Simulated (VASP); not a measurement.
# Hf (Im-3m) in VASP: a series of runs

Runs on Hf. Level: r2SCAN. Tasks: single point.

Program: VASP 6.6.1. These are calculated values, not measurements. Logs are shortened: lines on timing, memory, paths and dates and some standing lists are left out, and cuts for length are marked.

## 1. The cell of the first run

The structure is cubic, space group Im-3m (No. 229). The conventional cell has a = 3.540 Å, b = 3.540 Å, c = 3.540 Å, α = 90.00°, β = 90.00°, γ = 90.00°. Hf (site symmetry m-3m) has 14 Hf at 3.07 to 3.54 Å within 4.0 Å.

## 2. Single point, r2SCAN

Input file POSCAR:

```
Hf
1.0
   -1.7698022045      1.7698022045      1.7698022045
    1.7698022045     -1.7698022045      1.7698022045
    1.7698022045      1.7698022045     -1.7698022045
Hf
1
Direct
    0.0000000000      0.0000000000      0.0000000000
```

Input file INCAR.step1:

```
SYSTEM = Hf
  PREC = Accurate
  ENCUT = 520
  ISMEAR = 0
  SIGMA = 0.05
  LREAL = .FALSE.
  LASPH = .TRUE.
  NELM = 80
  NBANDS = 11
  GGA = PE
  ALGO = Normal
  EDIFF = 1E-4
  LWAVE = .TRUE.
  LCHARG = .FALSE.
```

Input file INCAR.step2:

```
SYSTEM = Hf
  PREC = Accurate
  ENCUT = 520
  EDIFF = 1E-6
  ISMEAR = 0
  SIGMA = 0.05
  LREAL = .FALSE.
  LASPH = .TRUE.
  NELM = 80
  ALGO = Normal
  ISIF = 2
  LWAVE = .FALSE.
  LCHARG = .FALSE.
  METAGGA = R2SCAN
  LMIXTAU = .TRUE.
  NBANDS = 11
  ISTART = 1
```

Input file KPOINTS:

```
regular mesh
0
G
  18 18 18
  0 0 0
```

Potentials or basis: VASP PAW PBE potentials, release 64 (Hf_pv).

The run is started by

```
$ cat potpaw_PBE.64/Hf_pv/POTCAR > POTCAR
$ cp INCAR.step1 INCAR
$ mpirun -np 1 vasp_std > vasp.out
$ cp INCAR.step2 INCAR
$ mpirun -np 1 vasp_std > vasp.out
```

OUTCAR:

```text
SYSTEM = Hf
   PREC = Accurate
   ENCUT = 520
   EDIFF = 1E-6
   ISMEAR = 0
   LREAL = .FALSE.
   LASPH = .TRUE.
   NELM = 80
   ISIF = 2
   METAGGA = R2SCAN
   ISTART = 1

 ion  position               nearest neighbor table
   1  0.000  0.000  0.000-

  LATTYP: Found a body centered cubic cell.
 ALAT       =     3.5396044090

  Lattice vectors:

 A1 = (  -1.7698022045,   1.7698022045,   1.7698022045)
 A2 = (   1.7698022045,  -1.7698022045,   1.7698022045)
 A3 = (   1.7698022045,   1.7698022045,  -1.7698022045)

Analysis of symmetry for initial positions (statically):
=====================================================================
 Subroutine PRICEL returns:
 Original cell was already a primitive cell.

 Routine SETGRP: Setting up the symmetry group for a
 body centered cubic supercell.

 Subroutine GETGRP returns: Found 48 space group operations
 (whereof 48 operations were pure point group operations)
 out of a pool of 48 trial point group operations.

The static configuration has the point symmetry O_h .

Analysis of symmetry for dynamics (positions and initial velocities):
=====================================================================
 Subroutine PRICEL returns:
 Original cell was already a primitive cell.

 Routine SETGRP: Setting up the symmetry group for a
 body centered cubic supercell.

 Subroutine GETGRP returns: Found 48 space group operations
 (whereof 48 operations were pure point group operations)
 out of a pool of 48 trial point group operations.

The dynamic configuration has the point symmetry O_h .

 Subroutine INISYM returns: Found 48 space group operations
 (whereof 48 operations are pure point group operations),
 and found     1 'primitive' translations

----------------------------------------------------------------------------------------

                                     Primitive cell

  volume of cell :      22.1735

  direct lattice vectors                    reciprocal lattice vectors
    -1.769802204  1.769802204  1.769802204     0.000000000  0.282517447  0.282517447
     1.769802204 -1.769802204  1.769802204     0.282517447  0.000000000  0.282517447
     1.769802204  1.769802204 -1.769802204     0.282517447  0.282517447  0.000000000

  length of vectors
     3.065387338  3.065387338  3.065387338     0.399540005  0.399540005  0.399540005

  position of ions in fractional coordinates (direct lattice)
     0.000000000  0.000000000  0.000000000

  ion indices of the primitive-cell ions
   primitive index   ion index
                 1           1

----------------------------------------------------------------------------------------

 KPOINTS: regular mesh

Automatic generation of k-mesh.
 Grid dimensions read from file:
 generate k-points for:   18   18   18

 Generating k-lattice:

  Cartesian coordinates                     Fractional coordinates (reciprocal lattice)
     0.000000000  0.015695414  0.015695414     0.055555556  0.000000000  0.000000000
     0.015695414  0.000000000  0.015695414     0.000000000  0.055555556  0.000000000
     0.015695414  0.015695414  0.000000000     0.000000000  0.000000000  0.055555556

  Length of vectors
     0.022196667  0.022196667  0.022196667

  Shift w.r.t. Gamma in fractional coordinates (k-lattice)
     0.000000000  0.000000000  0.000000000

 Subroutine IBZKPT returns following result:
 ===========================================

 Found    195 irreducible k-points:

 Following reciprocal coordinates:
            Coordinates               Weight
  0.000000  0.000000  0.000000      1.000000
  0.055556  0.000000  0.000000     12.000000
  0.111111  0.000000  0.000000     12.000000
  0.166667  0.000000  0.000000     12.000000
  0.222222  0.000000  0.000000     12.000000
  0.277778  0.000000  0.000000     12.000000
[... 16 lines left out ...]
  0.333333  0.111111  0.000000     48.000000
  0.388889  0.111111  0.000000     48.000000
 [... further k-points ...]
   k-points           NKPTS =    195   k-points in BZ     NKDIM =    195   number of bands    NBANDS=     11
   number of dos      NEDOS =    301   number of ions     NIONS =      1
   total plane-waves  NPLWV =  13824
   dimension x,y,z NGX =    24 NGY =   24 NGZ =   24
   dimension x,y,z NGXF=    48 NGYF=   48 NGZF=   48
   ions per type =               1
   NGX,Y,Z   is equivalent  to a cutoff of  13.02, 13.02, 13.02 a.u.
   NGXF,Y,Z  is equivalent  to a cutoff of  26.03, 26.03, 26.03 a.u.
 SYSTEM =  Hf
   PREC   = accura    normal or accurate (medium, high low for compatibility)
   ISTART =      1    job   : 0-new  1-cont  2-samecut
   ICHARG =      0    charge: 1-file 2-atom 10-const
   ISPIN  =      1    spin polarized calculation?
   LNONCOLLINEAR =      F non collinear calculations
   LSORBIT =      F    spin-orbit coupling
   LASPH  =      T    aspherical Exc in radial PAW
   ENCUT  =  520.0 eV  38.22 Ry    6.18 a.u.   5.70  5.70  5.70*2*pi/ulx,y,z
   NELM   =     80;   NELMIN=  2; NELMDL=  0     # of ELM steps
   EDIFF  = 0.1E-05   stopping-criterion for ELM
   LREAL  =      F    real-space projection
   EDIFFG = 0.1E-04   stopping-criterion for IOM
   NSW    =      0    number of steps for IOM
   IBRION =     -1    ionic relax: 0-MD 1-quasi-New 2-CG
   NFREE  =      0    steps in history (QN), initial steepest desc. (CG)
   ISIF   =      2    stress and relaxation
   ISYM   =      2    0-nonsym 1-usesym 2-fastsym
   POTIM  = 0.5000    time-step for ionic-motion
   TEBEG  =    0.0;   TEEND  =   0.0 temperature during run
   PSTRESS=    0.0 pullay stress
   NELECT =      10.0000    total number of electrons
   NUPDOWN=      -1.0000    fix difference up-down
   EMIN   =  10.00;   EMAX   =-10.00  energy-range for DOS
   EFERMI =   0.00;   METHOD = LEGACY
   ISMEAR =     0;   SIGMA  =   0.05  broadening in eV -4-tet -1-fermi 0-gaus
   EFERMI_NEDOS =   21; number of points for ismear=-14 and -15
   IALGO  =     38    algorithm
   IMIX   =      4    mixing-type and parameters
     AMIX     =   0.40;   BMIX     =  1.00
     AMIX_MAG =   1.60;   BMIX_MAG =  1.00
  volume/ion in A,a.u.               =      22.17       149.63
  Fermi-wavevector in a.u.,A,eV,Ry     =   1.255442  2.372442 21.444625  1.576135
  Thomas-Fermi vector in A             =   2.389199
   LORBIT       =      0    0 simple, 1 ext, 2 COOP (PROOUT), +10 PAW based schemes
   METAGGA = R2SCAN    functional components
   LHFCALC =     F    Hartree Fock is set to
   AEXX    =    0.0000 exact exchange contribution
   IVDW    =     0    specifies the selected vdW correction
   LEPSILON=     F    determine dielectric tensor
   LRPA    =     F    only Hartree local field effects (RPA)
 non-spin polarized calculation
 Gauss-broadening in eV      SIGMA  =   0.05
  energy-cutoff  :      520.00
  volume of cell :       22.17
 maximum number of plane-waves:       610
   NGX = 11   NGY = 11   NGZ = 11

 number of electron      10.0000000 magnetization

 Free energy of the ion-electron system (eV)
  ---------------------------------------------------
  ext. energy  EPLUGINS =         0.00000000
  ---------------------------------------------------
  free energy    TOTEN  =       -44.94183227 eV

  energy without entropy =      -44.94005025  energy(sigma->0) =      -44.94094126

 E-fermi :   4.5114     XC(G=0): -12.2128

 val. band max:        4.5067936310   @ k =  -0.2778   0.3333   0.1111
 cond. band min:       4.5154639686   @ k =   0.2222   0.1111   0.0556
 fundamental gap:      0.0086703376
 Fermi energy:         4.5114446729

 k-point     1 :       0.0000    0.0000    0.0000
  band No.  band energies     occupation
      1     -26.4221      2.00000
      2     -26.4221      2.00000
      3     -26.4221      2.00000
      4      -2.9005      2.00000
      5       6.2960      0.00000
      6       6.2960      0.00000
      7       6.2961      0.00000
      8       9.1441      0.00000
      9       9.1441      0.00000
     10      16.6902      0.00000
     11      18.5072      0.00000

 k-point     2 :       0.0556    0.0000    0.0000
  band No.  band energies     occupation
      1     -26.4502      2.00000
      2     -26.4307      2.00000
      3     -26.4223      2.00000
      4      -2.7805      2.00000
      5       6.2073      0.00000
      6       6.2601      0.00000
      7       6.4125      0.00000
      8       8.9974      0.00000
      9       9.1413      0.00000
     10      16.6901      0.00000
     11      18.6244      0.00000

 k-point     3 :       0.1111    0.0000    0.0000
  band No.  band energies     occupation
      1     -26.5303      2.00000
      2     -26.4552      2.00000
      3     -26.4227      2.00000
      4      -2.4302      2.00000
      5       5.9641      0.00000
      6       6.1137      0.00000
      7       6.7587      0.00000
      8       8.7015      0.00000
      9       9.1415      0.00000
     10      16.6901      0.00000
     11      18.9157      0.00000

 k-point     4 :       0.1667    0.0000    0.0000
  band No.  band energies     occupation
      1     -26.6508      2.00000
      2     -26.4925      2.00000
      3     -26.4234      2.00000
      4      -1.8795      2.00000
      5       5.6218      0.00000
      6       5.7946      0.00000
      7       7.3250      0.00000
      8       8.5189      0.00000
      9       9.1656      0.00000
     10      16.6900      0.00000
     11      19.1531      0.00000
[... 239 lines left out ...]
 k-point    22 :       0.2778    0.1111   -0.0000
  band No.  band energies     occupation
      1     -27.0812      2.00000
      2     -26.6479      2.00000
      3     -26.4621      2.00000
      4       0.5737      2.00000
      5       4.4156      1.99332
      6       4.6616      0.00002
      7       8.6107      0.00000
      8       9.8357      0.00000
      9      10.5033      0.00000
     10      16.6867      0.00000
     11      16.9663      0.00000

 k-point    23 :       0.3333    0.1111    0.0000
  band No.  band energies     occupation
      1     -27.1738      2.00000
      2     -26.6922      2.00000
      3     -26.4638      2.00000
      4       1.0693      2.00000
      5       4.2694      2.00000
      6       4.6722      0.00001
      7       8.8196      0.00000
      8       9.9359      0.00000
      9      11.5717      0.00000
     10      15.9667      0.00000
     11      16.6914      0.00000

 k-point    24 :       0.3889    0.1111    0.0000
  band No.  band energies     occupation
      1     -27.2332      2.00000
      2     -26.7212      2.00000
      3     -26.4648      2.00000
      4       1.3073      2.00000
      5       4.1659      2.00000
      6       4.9147      0.00000
      7       8.8707      0.00000
      8      10.0723      0.00000
      9      12.4734      0.00000
     10      15.1640      0.00000
     11      16.4950      0.00000

 [... further k-points ...]

------------------------ aborting loop because EDIFF is reached ----------------------------------------

  FORCE on cell =-STRESS in cart. coord.  units (eV):
  Direction    XX          YY          ZZ          XY          YZ          ZX
  --------------------------------------------------------------------------------------
  -------------------------------------------------------------------------------------
  Total       -0.0810426     -0.0810426     -0.0810426      0.0000000     -0.0000000      0.0000000
  in kB       -5.8558452     -5.8558452     -5.8558452      0.0000000     -0.0000000      0.0000000
  external PRESSURE =      -5.8558452 kB  Pullay stress =       0.0000000 kB

 VOLUME and BASIS-vectors are now :
 -----------------------------------------------------------------------------
  energy-cutoff  :      520.00
  volume of cell :       22.17
      direct lattice vectors                 reciprocal lattice vectors
    -1.769802204  1.769802204  1.769802204     0.000000000  0.282517447  0.282517447
     1.769802204 -1.769802204  1.769802204     0.282517447  0.000000000  0.282517447
     1.769802204  1.769802204 -1.769802204     0.282517447  0.282517447  0.000000000

 POSITION                                       TOTAL-FORCE (eV/Angst)
 -----------------------------------------------------------------------------------
      0.00000      0.00000      0.00000         0.000000     -0.000000      0.000000
 -----------------------------------------------------------------------------------
    total drift:                               -0.000000      0.000000      0.000000

  FREE ENERGIE OF THE ION-ELECTRON SYSTEM (eV)
  ---------------------------------------------------
  free  energy   TOTEN  =       -44.9418322659 eV

  energy  without entropy=      -44.9400502529  energy(sigma->0) =      -44.94094126
```

Run time: 90 s. Hardware: 1 thread of Intel Xeon Platinum 8259CL at 2.50GHz (Skylake/Cascade Lake), shared host; peak memory 0.18 GiB.

What came out:

* Free energy: -44.9418 eV
* Pressure: -0.6 GPa
* Band gap on the k mesh: zero (band 5 reaches 6.30 eV, above the bottom of band 6 at 3.73 eV)

Caveat: the PAW data sets were made with another functional, which shifts forces and pressure a little; spin-orbit coupling is left out, which moves the levels of the heavy elements.

## 3. Single point, r2SCAN (volume scaled by 0.760)

Input file POSCAR:

```
Hf
1.0
   -1.6150870286      1.6150870286      1.6150870286
    1.6150870286     -1.6150870286      1.6150870286
    1.6150870286      1.6150870286     -1.6150870286
Hf
1
Direct
    0.0000000000      0.0000000000      0.0000000000
```

Input file INCAR.step1:

```
SYSTEM = Hf
PREC = Accurate ; ENCUT = 520
ISMEAR = 0 ; SIGMA = 0.05
LREAL = .FALSE. ; LASPH = .TRUE.
NELM = 80 ; NBANDS = 11
GGA = PE ; ALGO = Normal
EDIFF = 1E-4 ; LWAVE = .TRUE.
LCHARG = .FALSE.
```

Input file INCAR.step2:

```
SYSTEM = Hf
PREC = Accurate ; ENCUT = 520
EDIFF = 1E-7 ; ISMEAR = 0
SIGMA = 0.05 ; LREAL = .FALSE.
LASPH = .TRUE. ; NELM = 80
ALGO = Normal ; ISIF = 2
LWAVE = .FALSE. ; LCHARG = .FALSE.
METAGGA = R2SCAN ; LMIXTAU = .TRUE.
NBANDS = 11 ; ISTART = 1
```

Input file KPOINTS:

```
Automatic mesh
0
G
  20 20 20
  0 0 0
```

Potentials or basis: VASP PAW PBE potentials, release 64 (Hf_pv).

The run is started by

```
$ cat potpaw_PBE.64/Hf_pv/POTCAR > POTCAR
$ cp INCAR.step1 INCAR
$ mpirun -np 1 vasp_std > vasp.out
$ cp INCAR.step2 INCAR
$ mpirun -np 1 vasp_std > vasp.out
```

Run time: 2.1 min. Hardware: 1 thread of Intel Xeon Platinum 8259CL at 2.50GHz (Skylake/Cascade Lake), shared host; peak memory 0.18 GiB.

Results (log left out):

```
Free energy            : -44.3718 eV
Pressure               : 42.3 GPa
Band gap on the k mesh : zero (band 5 reaches 8.47 eV, above the bottom of band 6 at 5.65 eV)
```

Levels at points of the mesh, in eV from the Fermi level:
```tsv
k point	band 3	band 4	band 5	band 6	band 7	band 8
(0.00, 0.00, 0.00)	-29.81	-8.16	1.92	1.92	1.92	5.64
(0.50, 0.00, 0.00)	-29.84	-4.52	-1.07	2.50	5.78	7.07
(0.50, 0.50, 0.50)	-31.18	-4.27	-4.27	9.46	9.46	9.46
```

Caveat: the PAW data sets were made with another functional, which shifts forces and pressure a little; spin-orbit coupling is left out, which moves the levels of the heavy elements.

## 4. Single point, r2SCAN (volume scaled by 1.040)

Input file POSCAR:

```
Hf
1.0
   -1.7930917464      1.7930917464      1.7930917464
    1.7930917464     -1.7930917464      1.7930917464
    1.7930917464      1.7930917464     -1.7930917464
Hf
1
Direct
    0.0000000000      0.0000000000      0.0000000000
```

Input file INCAR.step1:

```
SYSTEM = Hf
PREC = Accurate ; ENCUT = 520
ISMEAR = 0 ; SIGMA = 0.05
LREAL = .False. ; LASPH = .True.
NELM = 60 ; NBANDS = 11
GGA = PE ; ALGO = Normal
EDIFF = 1E-4 ; LWAVE = .True.
LCHARG = .False.
```

Input file INCAR.step2:

```
SYSTEM = Hf
PREC = Accurate ; ENCUT = 520
EDIFF = 1E-6 ; ISMEAR = 0
SIGMA = 0.05 ; LREAL = .False.
LASPH = .True. ; NELM = 60
ALGO = Normal ; ISIF = 2
LWAVE = .False. ; LCHARG = .True.
METAGGA = R2SCAN ; LMIXTAU = .True.
LELF = .True. ; LVHAR = .True.
NBANDS = 11 ; ISTART = 1
```

Input file KPOINTS:

```
Automatic mesh
0
Gamma
  18 18 18
  0 0 0
```

The run is started by

```
$ cat potpaw_PBE.64/Hf_pv/POTCAR > POTCAR
$ cp INCAR.step1 INCAR
$ mpirun -np 1 vasp_std > vasp.out
$ cp INCAR.step2 INCAR
$ mpirun -np 1 vasp_std > vasp.out
```

Run time: 99 s. Hardware: 1 thread of Intel Xeon Platinum 8259CL at 2.50GHz (Skylake/Cascade Lake), shared host; peak memory 0.18 GiB.

It converged, with:

```yaml
Free_energy: -44.9277 eV
Pressure: -4.4 GPa
Band_gap_on_the_k_mesh: zero (band 5 reaches 6.00 eV, above the bottom of band 6 at 3.50 eV)
```

Levels at points of the mesh, in eV from the Fermi level:
```csv
k point,band 3,band 4,band 5,band 6,band 7,band 8
"(0.00, 0.00, 0.00)",-31.10,-7.29,1.74,1.74,1.74,4.48
"(0.50, 0.00, 0.00)",-31.11,-3.38,-0.34,0.74,4.33,5.30
"(0.50, 0.50, 0.50)",-31.63,-2.57,-2.57,6.87,6.87,6.87
```

Caveat: the PAW data sets were made with another functional, which shifts forces and pressure a little; spin-orbit coupling is left out, which moves the levels of the heavy elements.

(Continued in part 2 of 2.)
